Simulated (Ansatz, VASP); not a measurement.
# Sn: VASP beside Ansatz

Contents of INCAR:

```
PREC     = Accurate       # precision mode
ENCUT    = 520            # plane-wave cutoff, eV
EDIFF    = 1E-6           # SCF threshold, eV
ISMEAR   = 0              # smearing method
SIGMA    = 0.05           # smearing width, eV
LREAL    = F              # projectors in reciprocal space
LASPH    = T              # aspherical terms in the spheres
NELM     = 100            # most SCF steps
ALGO     = Normal         # electronic algorithm
ISIF     = 2              # what is computed and relaxed
LWAVE    = F              # write WAVECAR
LCHARG   = T              # write CHGCAR
GGA      = PE             # functional
LELF     = T              # ELF
LVHAR    = T            
NBANDS   = 21             # bands
```

KPOINTS

```
Automatic mesh
0
Gamma
  12 12 12
```

File POSCAR:

```
Sn
1.0
    0.0000000000      3.2602818591      3.2602818591
    3.2602818591      0.0000000000      3.2602818591
    3.2602818591      3.2602818591      0.0000000000
Sn
2
Direct
    0.0000000000      0.0000000000      0.0000000000
    0.2500000000      0.2500000000      0.2500000000
```

Input for Ansatz:

```yaml
crystal:
  lattice:
    - [0.0, 3.2602818591, 3.2602818591]
    - [3.2602818591, 0.0, 3.2602818591]
    - [3.2602818591, 3.2602818591, 0.0]
  atoms:
    - { symbol: Sn, position: [0.0, 0.0, 0.0] }
    - { symbol: Sn, position: [0.25, 0.25, 0.25] }
basis:
  ecutwfc: 420
  ecutrho_ratio: 4
kpoints:
  mp_grid: { grid: [12, 12, 12] }
hamiltonian:
  xc: pbe
scf:
  occupations: { method: gaussian, width: 0.05 }
output:
  forces: true
  stress: true
  eigenvalues: true
```

Alike in both runs: task single point; functional PBE; k mesh 12 × 12 × 12; occupations gaussian, width 0.05 eV; no spin polarisation.

```csv
,VASP,Ansatz
version,VASP 6.6.1,Ansatz 0.2.0
potentials or method,"VASP PAW PBE potentials, release 64 (Sn_d), cutoff 520 eV","scalar-relativistic, plane waves, PAW"
valence electrons in the cell,28,28
```

|  | VASP | Ansatz | Ansatz less VASP |
| --- | --- | --- | --- |
| gap on the k mesh at the Fermi level (eV) | none | none | - |
| pressure (GPa) | 2.5 | 2.5 | +0.06 |

A gap of «none» marks a metal or a gap that the smearing closes.
